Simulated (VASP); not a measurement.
# Ga2GeSe2 (P-3m1) in VASP: notebook

Ga2GeSe2 is run at these levels: PBE; tasks: single point, relaxation of cell and atoms.

All numbers are computed with VASP 6.6.1; they aren't measurements. Logs are shortened: lines on timing, memory, paths and dates and some standing lists are left out, and cuts for length are marked.

### Step 1. The cell of the first run

The structure is trigonal, space group P-3m1 (No. 164). The conventional cell has a = 3.697 Å, b = 3.697 Å, c = 9.929 Å, α = 90.00°, β = 90.00°, γ = 120.00°. Within 3.3 Å of Ga (site symmetry 3m) lie 3 Se at 2.50 Å and 3 Ge at 2.90 Å. Ge (site symmetry -3m) has 6 Ga at 2.90 Å and 6 Ge at 3.70 Å and 6 Se at 3.90 Å within 3.9 Å. Within 3.3 Å of Se (site symmetry 3m) lie 3 Ga at 2.50 Å.

The cell was generated, and may not be a known phase.

### Step 2. Single point, PBE

File INCAR:

```
SYSTEM = Ga2GeSe2
  PREC = Accurate
  ENCUT = 520
  EDIFF = 1E-6
  ISMEAR = 0
  SIGMA = 0.1
  LREAL = .False.
  LASPH = .True.
  NELM = 60
  ALGO = Normal
  ISIF = 2
  LWAVE = .False.
  LCHARG = .False.
  GGA = PE
  NBANDS = 34
```

File KPOINTS:

```
Automatic mesh
0
Gamma
  6 6 2
  0 0 0
```

File POSCAR:

```
Ga2GeSe2
1.0
    3.6973424930      0.0000000000      0.0000000000
   -1.8486712465      3.2019925254      0.0000000000
    0.0000000000      0.0000000000      9.9285675676
Ga Ge Se
2 1 2
Direct
    0.3333333333      0.6666666667      0.1981282521
    0.6666666667      0.3333333333      0.8018717479
    0.0000000000      0.0000000000      0.0000000000
    0.3333333333      0.6666666667      0.6715870908
    0.6666666667      0.3333333333      0.3284129092
```

Potentials or basis: VASP PAW PBE potentials, release 64 (Ga_d, Ge_d, Se).

On the command line:

```
> cat potpaw_PBE.64/Ga_d/POTCAR potpaw_PBE.64/Ge_d/POTCAR potpaw_PBE.64/Se/POTCAR > POTCAR
> mpirun -np 1 vasp_std > vasp.out
```

OUTCAR:

```text
SYSTEM = Ga2GeSe2
   PREC = Accurate
   ENCUT = 520
   EDIFF = 1E-6
   ISMEAR = 0
   LREAL = .False.
   LASPH = .True.
   NELM = 60
   ISIF = 2
   GGA = PE

 ion  position               nearest neighbor table
   1  0.333  0.667  0.198-   5 2.50   5 2.50   5 2.50   3 2.90   3 2.90   3 2.90
   2  0.667  0.333  0.802-   4 2.50   4 2.50   4 2.50   3 2.90   3 2.90   3 2.90
   3  0.000  0.000  0.000-   1 2.90   2 2.90   1 2.90   2 2.90   2 2.90   1 2.90
   4  0.333  0.667  0.672-   2 2.50   2 2.50   2 2.50
   5  0.667  0.333  0.328-   1 2.50   1 2.50   1 2.50

  LATTYP: Found a hexagonal cell.
 ALAT       =     3.6973424930
 C/A-ratio  =     2.6853253618

  Lattice vectors:

 A1 = (   3.6973424930,   0.0000000000,   0.0000000000)
 A2 = (  -1.8486712465,   3.2019925254,   0.0000000000)
 A3 = (   0.0000000000,   0.0000000000,   9.9285675676)

Analysis of symmetry for initial positions (statically):
=====================================================================
 Subroutine PRICEL returns:
 Original cell was already a primitive cell.

 Routine SETGRP: Setting up the symmetry group for a
 hexagonal supercell.

 Subroutine GETGRP returns: Found 12 space group operations
 (whereof 12 operations were pure point group operations)
 out of a pool of 24 trial point group operations.

The static configuration has the point symmetry D_3d.

Analysis of symmetry for dynamics (positions and initial velocities):
=====================================================================
 Subroutine PRICEL returns:
 Original cell was already a primitive cell.

 Routine SETGRP: Setting up the symmetry group for a
 hexagonal supercell.

 Subroutine GETGRP returns: Found 12 space group operations
 (whereof 12 operations were pure point group operations)
 out of a pool of 24 trial point group operations.

The dynamic configuration has the point symmetry D_3d.

 Subroutine INISYM returns: Found 12 space group operations
 (whereof 12 operations are pure point group operations),
 and found     1 'primitive' translations

----------------------------------------------------------------------------------------

                                     Primitive cell

  volume of cell :     117.5430

  direct lattice vectors                    reciprocal lattice vectors
     3.697342493  0.000000000  0.000000000     0.270464530  0.156152769  0.000000000
    -1.848671246  3.201992525  0.000000000     0.000000000  0.312305539  0.000000000
     0.000000000  0.000000000  9.928567568     0.000000000  0.000000000  0.100719464

  length of vectors
     3.697342493  3.697342493  9.928567568     0.312305539  0.312305539  0.100719464

  position of ions in fractional coordinates (direct lattice)
     0.333333333  0.666666667  0.198128252
     0.666666667  0.333333333  0.801871748
     0.000000000  0.000000000  0.000000000
     0.333333333  0.666666667  0.671587091
     0.666666667  0.333333333  0.328412909

  ion indices of the primitive-cell ions
   primitive index   ion index
                 1           1
                 2           2
                 3           3
                 4           4
                 5           5

----------------------------------------------------------------------------------------

 KPOINTS: Automatic mesh

Automatic generation of k-mesh.
 Grid dimensions read from file:
 generate k-points for:    6    6    2

 Generating k-lattice:

  Cartesian coordinates                     Fractional coordinates (reciprocal lattice)
     0.045077422  0.026025462  0.000000000     0.166666667 -0.000000000  0.000000000
     0.000000000  0.052050923  0.000000000     0.000000000  0.166666667  0.000000000
     0.000000000  0.000000000  0.050359732     0.000000000  0.000000000  0.500000000

  Length of vectors
     0.052050923  0.052050923  0.050359732

  Shift w.r.t. Gamma in fractional coordinates (k-lattice)
     0.000000000  0.000000000  0.000000000

 Subroutine IBZKPT returns following result:
 ===========================================

 Found     14 irreducible k-points:

 Following reciprocal coordinates:
            Coordinates               Weight
  0.000000  0.000000  0.000000      1.000000
  0.166667 -0.000000  0.000000      6.000000
  0.333333 -0.000000  0.000000      6.000000
  0.500000 -0.000000  0.000000      3.000000
  0.166667  0.166667  0.000000      6.000000
  0.333333  0.166667  0.000000     12.000000
  0.333333  0.333333  0.000000      2.000000
  0.000000  0.000000  0.500000      1.000000
  0.166667 -0.000000  0.500000      6.000000
  0.333333 -0.000000  0.500000      6.000000
  0.500000 -0.000000  0.500000      3.000000
  0.166667  0.166667  0.500000      6.000000
  0.333333  0.166667  0.500000     12.000000
  0.333333  0.333333  0.500000      2.000000
   k-points           NKPTS =     14   k-points in BZ     NKDIM =     14   number of bands    NBANDS=     34
   number of dos      NEDOS =    301   number of ions     NIONS =      5
   total plane-waves  NPLWV =  62720
   dimension x,y,z NGX =    28 NGY =   28 NGZ =   80
   dimension x,y,z NGXF=    56 NGYF=   56 NGZF=  160
   ions per type =               2   1   2
   NGX,Y,Z   is equivalent  to a cutoff of  12.59, 12.59, 13.40 a.u.
   NGXF,Y,Z  is equivalent  to a cutoff of  25.18, 25.18, 26.79 a.u.
 SYSTEM =  Ga2GeSe2
   PREC   = accura    normal or accurate (medium, high low for compatibility)
   ISTART =      0    job   : 0-new  1-cont  2-samecut
   ICHARG =      2    charge: 1-file 2-atom 10-const
   ISPIN  =      1    spin polarized calculation?
   LNONCOLLINEAR =      F non collinear calculations
   LSORBIT =      F    spin-orbit coupling
   LASPH  =      T    aspherical Exc in radial PAW
   ENCUT  =  520.0 eV  38.22 Ry    6.18 a.u.   6.87  6.87 18.46*2*pi/ulx,y,z
   NELM   =     60;   NELMIN=  2; NELMDL= -5     # of ELM steps
   EDIFF  = 0.1E-05   stopping-criterion for ELM
   LREAL  =      F    real-space projection
   EDIFFG = 0.1E-04   stopping-criterion for IOM
   NSW    =      0    number of steps for IOM
   IBRION =     -1    ionic relax: 0-MD 1-quasi-New 2-CG
   NFREE  =      0    steps in history (QN), initial steepest desc. (CG)
   ISIF   =      2    stress and relaxation
   ISYM   =      2    0-nonsym 1-usesym 2-fastsym
   POTIM  = 0.5000    time-step for ionic-motion
   TEBEG  =    0.0;   TEEND  =   0.0 temperature during run
   PSTRESS=    0.0 pullay stress
   NELECT =      52.0000    total number of electrons
   NUPDOWN=      -1.0000    fix difference up-down
   EMIN   =  10.00;   EMAX   =-10.00  energy-range for DOS
   EFERMI =   0.00;   METHOD = LEGACY
   ISMEAR =     0;   SIGMA  =   0.10  broadening in eV -4-tet -1-fermi 0-gaus
   EFERMI_NEDOS =   21; number of points for ismear=-14 and -15
   IALGO  =     38    algorithm
   IMIX   =      4    mixing-type and parameters
     AMIX     =   0.40;   BMIX     =  1.00
     AMIX_MAG =   1.60;   BMIX_MAG =  1.00
  volume/ion in A,a.u.               =      23.51       158.64
  Fermi-wavevector in a.u.,A,eV,Ry     =   1.247413  2.357270 21.171213  1.556040
  Thomas-Fermi vector in A             =   2.381547
   LORBIT       =      0    0 simple, 1 ext, 2 COOP (PROOUT), +10 PAW based schemes
   GGA     = PE    functional components
   LHFCALC =     F    Hartree Fock is set to
   AEXX    =    0.0000 exact exchange contribution
   IVDW    =     0    specifies the selected vdW correction
   LEPSILON=     F    determine dielectric tensor
   LRPA    =     F    only Hartree local field effects (RPA)
 non-spin polarized calculation
 Gauss-broadening in eV      SIGMA  =   0.10
  energy-cutoff  :      520.00
  volume of cell :      117.54
 maximum number of plane-waves:      3196
 NGX is ok and might be reduce to    28
   NGX = 13   NGY = 13   NGZ = 37

 number of electron      52.0000010 magnetization

 Free energy of the ion-electron system (eV)
  ---------------------------------------------------
  ext. energy  EPLUGINS =         0.00000000
  ---------------------------------------------------
  free energy    TOTEN  =       -18.22135071 eV

  energy without entropy =      -18.20175422  energy(sigma->0) =      -18.21155247

 E-fermi :   3.6789     XC(G=0):  -9.6362

 val. band max:        3.6340910278   @ k =   0.3333   0.3333   0.0000
 cond. band min:       3.7159786236   @ k =   0.3333   0.1667   0.5000
 fundamental gap:      0.0818875959
 Fermi energy:         3.6788923633

 k-point     1 :       0.0000    0.0000    0.0000
  band No.  band energies     occupation
      1     -21.1406      2.00000
      2     -21.1406      2.00000
      3     -21.0951      2.00000
      4     -21.0951      2.00000
      5     -21.0822      2.00000
      6     -11.1534      2.00000
[... 26 lines left out ...]
     33       9.5051      0.00000
     34       9.5052      0.00000

 k-point     2 :       0.1667   -0.0000    0.0000
  band No.  band energies     occupation
      1     -21.1408      2.00000
      2     -21.1378      2.00000
      3     -21.0966      2.00000
      4     -21.0955      2.00000
      5     -21.0807      2.00000
      6     -11.2273      2.00000
[... 26 lines left out ...]
     33       9.9183      0.00000
     34      10.3069      0.00000

 k-point     3 :       0.3333   -0.0000    0.0000
  band No.  band energies     occupation
      1     -21.1415      2.00000
      2     -21.1321      2.00000
      3     -21.0994      2.00000
      4     -21.0962      2.00000
      5     -21.0775      2.00000
      6     -11.3150      2.00000
[... 26 lines left out ...]
     33       9.2201      0.00000
     34      10.1167      0.00000
[... 334 lines left out ...]
 k-point    13 :       0.3333    0.1667    0.5000
  band No.  band energies     occupation
      1     -21.1395      2.00000
      2     -21.1313      2.00000
      3     -21.1001      2.00000
      4     -21.0972      2.00000
      5     -21.0760      2.00000
      6     -11.3365      2.00000
[... 26 lines left out ...]
     33      10.2723      0.00000
     34      10.4367      0.00000

 k-point    14 :       0.3333    0.3333    0.5000
  band No.  band energies     occupation
      1     -21.1347      2.00000
      2     -21.1347      2.00000
      3     -21.0991      2.00000
      4     -21.0991      2.00000
      5     -21.0754      2.00000
      6     -11.3364      2.00000
[... 26 lines left out ...]
     33       9.8030      0.00000
     34      11.7088      0.00000

------------------------ aborting loop because EDIFF is reached ----------------------------------------

  FORCE on cell =-STRESS in cart. coord.  units (eV):
  Direction    XX          YY          ZZ          XY          YZ          ZX
  --------------------------------------------------------------------------------------
  -------------------------------------------------------------------------------------
  Total        0.0718191      0.0718191      0.1130340      0.0000000     -0.0000000      0.0000000
  in kB        0.9789346      0.9789346      1.5407182      0.0000000     -0.0000000      0.0000000
  external PRESSURE =       1.1661958 kB  Pullay stress =       0.0000000 kB

 VOLUME and BASIS-vectors are now :
 -----------------------------------------------------------------------------
  energy-cutoff  :      520.00
  volume of cell :      117.54
      direct lattice vectors                 reciprocal lattice vectors
     3.697342493  0.000000000  0.000000000     0.270464530  0.156152769  0.000000000
    -1.848671246  3.201992525  0.000000000     0.000000000  0.312305539  0.000000000
     0.000000000  0.000000000  9.928567568     0.000000000  0.000000000  0.100719464

 POSITION                                       TOTAL-FORCE (eV/Angst)
 -----------------------------------------------------------------------------------
     -0.00000      2.13466      1.96713        -0.000000      0.000000     -0.044094
      1.84867      1.06733      7.96144         0.000000      0.000000      0.044094
      0.00000      0.00000      0.00000         0.000000      0.000000      0.000000
     -0.00000      2.13466      6.66790         0.000000      0.000000     -0.029758
      1.84867      1.06733      3.26067         0.000000     -0.000000      0.029758
 -----------------------------------------------------------------------------------
    total drift:                                0.000000     -0.000000      0.000000

  FREE ENERGIE OF THE ION-ELECTRON SYSTEM (eV)
  ---------------------------------------------------
  free  energy   TOTEN  =       -18.2213507068 eV

  energy  without entropy=      -18.2017542235  energy(sigma->0) =      -18.21155247
```

It took 2.2 min on 1 thread of Intel Xeon 8259CL, shared host; peak memory 0.26 GiB.

What came out:

- Free energy: -18.2214 eV
- Pressure: 0.1 GPa
- Largest force: 0.044 eV/Å
- Band gap on the k mesh: zero (bands 26 and 27 overlap by 2.70 eV)

Forces in eV/Å, atoms in the order of the input:
```
Ga   0.000  0.000 -0.044
Ga   0.000  0.000  0.044
Ge   0.000  0.000  0.000
Se   0.000  0.000 -0.030
Se   0.000  0.000  0.030
```

Caveat: this functional lacks dispersion, which binds layers or chains, so the pressure and a relaxed spacing across them are unreliable.

(Continued in part 2 of 3.)

The gap in the log of VASP goes by the Fermi energy; the results here count the filled bands.